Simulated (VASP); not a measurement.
The system is WC.

```
W C
1.0
     0.00000    2.19268    2.19268
     2.19268    0.00000    2.19268
     2.19268    2.19268    0.00000
W C
1 1
Direct
  0.00000 0.00000 0.00000
  0.50000 0.50000 0.50000
```

| Property | Result |
| --- | --- |
| Program | VASP 6.6.1 |
| Task | relaxation of cell and atoms |
| Functional | LDA |
| Potentials or basis | VASP PAW LDA potentials, release 64 (W_sv, C) |
| Cutoff | 600 eV |
| k mesh | 11 × 11 × 11 |
| Occupations | gaussian, width 0.1 eV |
| Spin | no spin polarisation |

At the start: pressure -13.9 GPa; volume 10.54 Å³/atom.

Question: Where does the relaxation end?

Answer: Over 7 steps the energy falls by 17.2 meV/atom and the volume is 10.16 Å³/atom (-3.7 %); space group Fm-3m (No. 225, to 0.1 Å) before and after.

Step by step:
```tsv
step	energy change (eV)	largest force (eV/Å)	pressure (GPa)	volume (Å³)
1	0.0000	0.0000	-13.87	21.08
2	0.2291	0.0000	48.66	18.42
3	-0.0344	0.0000	-0.52	20.34
4	-0.0345	0.0000	-0.12	20.32
5	-0.0345	0.0000	0.19	20.30
6	-0.0345	0.0000	-0.38	20.33
7	-0.0345	0.0000	-0.01	20.31
```

Final structure:
```
W C
1.0
     0.00000    2.16559    2.16559
     2.16559    0.00000    2.16559
     2.16559    2.16559    0.00000
W C
1 1
Direct
  0.00000 0.00000 0.00000
  0.50000 0.50000 0.50000
```

Caveat: the highest band is partly filled, so the run has too few bands.
